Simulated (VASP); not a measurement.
# O (C2/m) in VASP: single point with PBE+D3(BJ)

Aim: the single point of O with PBE+D3(BJ).

Everything below comes from runs of VASP 6.6.1. Logs are shortened: lines on timing, memory, paths and dates and some standing lists are left out, and cuts for length are marked.

## 1. The cell of the first run

Symmetry: C2/m, No. 12, monoclinic system. The conventional cell has a = 6.120 Å, b = 3.577 Å, c = 4.541 Å, α = 90.00°, β = 124.00°, γ = 90.00°. O (site symmetry m) has 1 O at 1.22 Å within 1.6 Å.

## 2. Single point, PBE+D3(BJ), collinear spin, ferromagnetic start

The input, INCAR:

```
PREC = Accurate ; ENCUT = 520
EDIFF = 1E-6 ; ISMEAR = 0
SIGMA = 0.02 ; LREAL = F
LASPH = T ; NELM = 150
ALGO = Normal ; ISIF = 2
LWAVE = F ; LCHARG = T
ISPIN = 2 ; MAGMOM = 0.61 0.61
LORBIT = 11 ; GGA = PE
IVDW = 12 ; LELF = T
LVHAR = T ; NBANDS = 17
```

The input, KPOINTS:

```
regular mesh
0
Gamma
  10 10 8
```

The input, POSCAR:

```
O
1.0
    3.0600720827     -1.7887346169      0.0122753686
    3.0600720827      1.7887346169      0.0122753686
   -2.5540226286      0.0000000000      3.7541639776
O
2
Direct
    0.0204886948      0.0204886948      0.1475889247
    0.9795113052      0.9795113052      0.8524110753
```

Potentials or basis: VASP PAW PBE potentials, release 64 (O).

The run is started by

```bash
> cat potpaw_PBE.64/O/POTCAR > POTCAR
> mpirun -np 1 vasp_std > vasp.out
```

OUTCAR:

```text
PREC = Accurate
   ENCUT = 520
   EDIFF = 1E-6
   ISMEAR = 0
   LREAL = F
   LASPH = T
   NELM = 150
   ISIF = 2
   ISPIN = 2
   LORBIT = 11
   GGA = PE
   IVDW = 12
 IVDW          = 12

 ion  position               nearest neighbor table
   1  0.020  0.020  0.148-   2 1.22
   2  0.980  0.980  0.852-   1 1.22

  LATTYP: Found a base centered monoclinic cell.
 ALAT       =     6.1201934074
 B/A-ratio  =     0.5845353236
 C/A-ratio  =     0.7418998077
 COS(beta)  =    -0.5591681954

  Lattice vectors:

 A1 = (   3.0600720827,  -1.7887346169,   0.0122753686)
 A2 = (   3.0600720827,   1.7887346169,   0.0122753686)
 A3 = (  -2.5540226286,   0.0000000000,   3.7541639776)

Analysis of symmetry for initial positions (statically):
=====================================================================
 Subroutine PRICEL returns:
 Original cell was already a primitive cell.

 Routine SETGRP: Setting up the symmetry group for a
 base centered monoclinic supercell.

 Subroutine GETGRP returns: Found  4 space group operations
 (whereof  4 operations were pure point group operations)
 out of a pool of  4 trial point group operations.

The static configuration has the point symmetry C_2h.

Analysis of symmetry for dynamics (positions and initial velocities):
=====================================================================
 Subroutine PRICEL returns:
 Original cell was already a primitive cell.

 Routine SETGRP: Setting up the symmetry group for a
 base centered monoclinic supercell.

 Subroutine GETGRP returns: Found  4 space group operations
 (whereof  4 operations were pure point group operations)
 out of a pool of  4 trial point group operations.

The dynamic configuration has the point symmetry C_2h.

Analysis of structural, dynamic, and magnetic symmetry:
=====================================================================
 Subroutine PRICEL returns:
 Original cell was already a primitive cell.

 Routine SETGRP: Setting up the symmetry group for a
 base centered monoclinic supercell.

 Subroutine GETGRP returns: Found  4 space group operations
 (whereof  4 operations were pure point group operations)
 out of a pool of  4 trial point group operations.

The overall configuration has the point symmetry C_2h.

 Subroutine INISYM returns: Found  4 space group operations
 (whereof  4 operations are pure point group operations),
 and found     1 'primitive' translations

----------------------------------------------------------------------------------------

                                     Primitive cell

  volume of cell :      41.2102

  direct lattice vectors                    reciprocal lattice vectors
     3.060072083 -1.788734617  0.012275369     0.162950142 -0.279527212  0.110857797
     3.060072083  1.788734617  0.012275369     0.162950142  0.279527212  0.110857797
    -2.554022629  0.000000000  3.754163978    -0.001065629  0.000000000  0.265645924

  length of vectors
     3.544539937  3.544539937  4.540570312     0.342019973  0.342019973  0.265648062

  position of ions in fractional coordinates (direct lattice)
     0.020488695  0.020488695  0.147588925
     0.979511305  0.979511305  0.852411075

  ion indices of the primitive-cell ions
   primitive index   ion index
                 1           1
                 2           2

----------------------------------------------------------------------------------------

 KPOINTS: regular mesh

Automatic generation of k-mesh.
 Grid dimensions read from file:
 generate k-points for:   10   10    8

 Generating k-lattice:

  Cartesian coordinates                     Fractional coordinates (reciprocal lattice)
     0.016295014 -0.027952721  0.011085780     0.100000000 -0.000000000  0.000000000
     0.016295014  0.027952721  0.011085780    -0.000000000  0.100000000  0.000000000
    -0.000133204  0.000000000  0.033205741     0.000000000  0.000000000  0.125000000

  Length of vectors
     0.034201997  0.034201997  0.033206008

  Shift w.r.t. Gamma in fractional coordinates (k-lattice)
     0.000000000  0.000000000  0.000000000

 Subroutine IBZKPT returns following result:
 ===========================================

 Found    227 irreducible k-points:

 Following reciprocal coordinates:
            Coordinates               Weight
  0.000000  0.000000  0.000000      1.000000
  0.100000  0.000000 -0.000000      4.000000
  0.200000  0.000000 -0.000000      4.000000
  0.300000 -0.000000  0.000000      4.000000
  0.400000 -0.000000  0.000000      4.000000
  0.500000 -0.000000  0.000000      2.000000
[... 16 lines left out ...]
  0.300000  0.300000 -0.000000      2.000000
  0.400000  0.300000  0.000000      4.000000
 [... further k-points ...]
   k-points           NKPTS =    227   k-points in BZ     NKDIM =    227   number of bands    NBANDS=     17
   number of dos      NEDOS =    301   number of ions     NIONS =      2
   total plane-waves  NPLWV =  28224
   dimension x,y,z NGX =    28 NGY =   28 NGZ =   36
   dimension x,y,z NGXF=    56 NGYF=   56 NGZF=   72
   ions per type =               2
   NGX,Y,Z   is equivalent  to a cutoff of  13.13, 13.13, 13.18 a.u.
   NGXF,Y,Z  is equivalent  to a cutoff of  26.27, 26.27, 26.36 a.u.
 SYSTEM =  unknown system
   PREC   = accura    normal or accurate (medium, high low for compatibility)
   ISTART =      0    job   : 0-new  1-cont  2-samecut
   ICHARG =      2    charge: 1-file 2-atom 10-const
   ISPIN  =      2    spin polarized calculation?
   LNONCOLLINEAR =      F non collinear calculations
   LSORBIT =      F    spin-orbit coupling
   LASPH  =      T    aspherical Exc in radial PAW
   ENCUT  =  520.0 eV  38.22 Ry    6.18 a.u.   6.59  6.59  8.44*2*pi/ulx,y,z
   NELM   =    150;   NELMIN=  2; NELMDL= -5     # of ELM steps
   EDIFF  = 0.1E-05   stopping-criterion for ELM
   LREAL  =      F    real-space projection
   EDIFFG = 0.1E-04   stopping-criterion for IOM
   NSW    =      0    number of steps for IOM
   IBRION =     -1    ionic relax: 0-MD 1-quasi-New 2-CG
   NFREE  =      0    steps in history (QN), initial steepest desc. (CG)
   ISIF   =      2    stress and relaxation
   ISYM   =      2    0-nonsym 1-usesym 2-fastsym
   POTIM  = 0.5000    time-step for ionic-motion
   TEBEG  =    0.0;   TEEND  =   0.0 temperature during run
   PSTRESS=    0.0 pullay stress
   NELECT =      12.0000    total number of electrons
   NUPDOWN=      -1.0000    fix difference up-down
   EMIN   =  10.00;   EMAX   =-10.00  energy-range for DOS
   EFERMI =   0.00;   METHOD = LEGACY
   ISMEAR =     0;   SIGMA  =   0.02  broadening in eV -4-tet -1-fermi 0-gaus
   EFERMI_NEDOS =   21; number of points for ismear=-14 and -15
   IALGO  =     38    algorithm
   IMIX   =      4    mixing-type and parameters
     AMIX     =   0.40;   BMIX     =  1.00
     AMIX_MAG =   1.60;   BMIX_MAG =  1.00
  volume/ion in A,a.u.               =      20.61       139.05
  Fermi-wavevector in a.u.,A,eV,Ry     =   1.085093  2.050529 16.019875  1.177428
  Thomas-Fermi vector in A             =   2.221199
   LORBIT       =     11    0 simple, 1 ext, 2 COOP (PROOUT), +10 PAW based schemes
   GGA     = PE    functional components
   LHFCALC =     F    Hartree Fock is set to
   AEXX    =    0.0000 exact exchange contribution
   IVDW    =    12    specifies the selected vdW correction
   LEPSILON=     F    determine dielectric tensor
   LRPA    =     F    only Hartree local field effects (RPA)
 spin polarized calculation
 Gauss-broadening in eV      SIGMA  =   0.02
  energy-cutoff  :      520.00
  volume of cell :       41.21
 maximum number of plane-waves:      1135
 NGX is ok and might be reduce to    28
   NGX = 13   NGY = 13   NGZ = 17

 number of electron      11.9999997 magnetization       2.0001159

 Free energy of the ion-electron system (eV)
  ---------------------------------------------------
  ext. energy  EPLUGINS =         0.00000000
  ---------------------------------------------------
  free energy    TOTEN  =        -9.88935624 eV

  energy without entropy =       -9.88935624  energy(sigma->0) =       -9.88935624

 E-fermi :  -2.9418     XC(G=0):  -6.6679

 val. band max:       -3.1373508297   @ k =   0.5000   0.5000   0.0000
 cond. band min:      -1.5355431104   @ k =   0.5000   0.0000   0.5000
 fundamental gap:      1.6018077193
 Fermi energy:        -2.9417903871

 spin component 1

 k-point     1 :       0.0000    0.0000    0.0000
  band No.  band energies     occupation
      1     -29.4094      1.00000
      2     -16.9606      1.00000
      3     -10.3681      1.00000
      4      -9.6879      1.00000
      5      -9.6646      1.00000
      6      -3.4968      1.00000
[... 9 lines left out ...]
     16      18.3238      0.00000
     17      18.8534      0.00000
[... 441 lines left out ...]
 k-point    24 :       0.4000    0.3000    0.0000
  band No.  band energies     occupation
      1     -29.3560      1.00000
      2     -17.0711      1.00000
      3     -10.3198      1.00000
      4      -9.9105      1.00000
      5      -9.8315      1.00000
      6      -3.3350      1.00000
[... 9 lines left out ...]
     16      19.8613      0.00000
     17      20.5638      0.00000

 [... further k-points ...]

 spin component 2

 k-point     1 :       0.0000    0.0000    0.0000
  band No.  band energies     occupation
      1     -28.2075      1.00000
      2     -15.1438      1.00000
      3      -9.5200      1.00000
      4      -7.7555      1.00000
      5      -7.7334      1.00000
      6      -1.2025      0.00000
[... 9 lines left out ...]
     16      18.6412      0.00000
     17      19.0740      0.00000
[... 441 lines left out ...]
 k-point    24 :       0.4000    0.3000    0.0000
  band No.  band energies     occupation
      1     -28.1518      1.00000
      2     -15.2721      1.00000
      3      -9.1843      1.00000
      4      -8.2954      1.00000
      5      -7.9814      1.00000
      6      -1.0116      0.00000
[... 9 lines left out ...]
     16      20.2543      0.00000
     17      20.9475      0.00000

 [... further k-points ...]

------------------------ aborting loop because EDIFF is reached ----------------------------------------

 Edisp (eV)   -0.07332

 E8    (eV) :    -0.0170

  FORCE on cell =-STRESS in cart. coord.  units (eV):
  Direction    XX          YY          ZZ          XY          YZ          ZX
  --------------------------------------------------------------------------------------
  -------------------------------------------------------------------------------------
  Total       0.18210    -0.05435     1.08669     0.00000     0.00000    -0.51953
  in kB       7.07962    -2.11303    42.24847     0.00000     0.00000   -20.19836
  external pressure =       15.74 kB  Pullay stress =        0.00 kB

 VOLUME and BASIS-vectors are now :
 -----------------------------------------------------------------------------
  energy-cutoff  :      520.00
  volume of cell :       41.21
      direct lattice vectors                 reciprocal lattice vectors
     3.060072083 -1.788734617  0.012275369     0.162950142 -0.279527212  0.110857797
     3.060072083  1.788734617  0.012275369     0.162950142  0.279527212  0.110857797
    -2.554022629  0.000000000  3.754163978    -0.001065629  0.000000000  0.265645924

 POSITION                                       TOTAL-FORCE (eV/Angst)
 -----------------------------------------------------------------------------------
     -0.25155      0.00000      0.55458        -0.478569      0.000000      1.049923
      3.81767      0.00000      3.22414         0.478569      0.000000     -1.049923
 -----------------------------------------------------------------------------------
    total drift:                                0.000000      0.000000     -0.000000

  FREE ENERGIE OF THE ION-ELECTRON SYSTEM (eV)
  ---------------------------------------------------
  free  energy   TOTEN  =        -9.9626762157 eV

  energy  without entropy=       -9.9626762157  energy(sigma->0) =       -9.96267622

 total charge

# of ion       s       p       d       tot
------------------------------------------
    1        1.612   3.299   0.000   4.911
    2        1.612   3.299   0.000   4.911
--------------------------------------------------
tot          3.224   6.598   0.000   9.822

 magnetization (x)

# of ion       s       p       d       tot
------------------------------------------
    1        0.010   0.799   0.000   0.809
    2        0.010   0.799   0.000   0.809
--------------------------------------------------
tot          0.021   1.597   0.000   1.618
```

It took 3 min on 1 thread of Intel Xeon Platinum 8488C (Sapphire Rapids), shared host; peak memory 0.33 GiB.

Results:

```
Free energy                                           : -9.9627 eV
Pressure                                              : 1.6 GPa
Largest force                                         : 1.154 eV/Å
Band gap on the k mesh                                : 1.60 eV, indirect (least direct gap 1.78 eV)
Net moment                                            : 2.00 μB per cell
Site moments                                          : O +0.81 μB
Valence electrons inside the program's atomic spheres : O 4.91
Dispersion energy per atom                            : -0.037 eV
```

Forces on the atoms (eV/Å):
```
O   -0.479  0.000  1.050
O    0.479  0.000 -1.050
```

Stress tensor (GPa, compression positive):
```
 0.71  0.00 -2.02
 0.00 -0.21  0.00
-2.02  0.00  4.22
```

Caveat: the standard files for N, O and F lose accuracy on very short bonds; forces of over 1 eV/Å act on the atoms, so gaps and moduli don't describe the material at rest. A k mesh can miss the band edges.
